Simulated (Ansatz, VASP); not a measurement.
**One calculation of KF, two programs**

```
K F
1.0
    -0.08176    2.52768    2.52768
     2.52768   -0.08176    2.52768
     2.52768    2.52768   -0.08176
K F
1 1
Direct
  0.00000 0.00000 0.00000
  0.50000 0.50000 0.50000
```

Alike in both runs: task single point; functional LDA; k mesh 8 × 8 × 8; occupations gaussian, width 0.05 eV; no spin polarisation.

|  | VASP | Ansatz |
| --- | --- | --- |
| version | VASP 6.6.1 | Ansatz 0.2.0 |
| potentials or method | VASP PAW LDA potentials, release 64 (K_sv, F), cutoff 520 eV | scalar-relativistic, plane waves, PAW |
| valence electrons in the cell | 16 | 16 |

```tsv
	VASP	Ansatz	Ansatz less VASP
gap on the k mesh at the Fermi level (eV)	6.40	6.42	+0.020
least direct gap on the mesh (eV)	6.40	6.42	+0.020
pressure (GPa)	0.9	0.6	-0.27
traceless stress, the component that is largest in VASP (GPa)	0.36	0.37	+0.012
```

LDA's correlation is that of Perdew and Zunger in VASP and of Perdew and Wang (1992) in Ansatz.
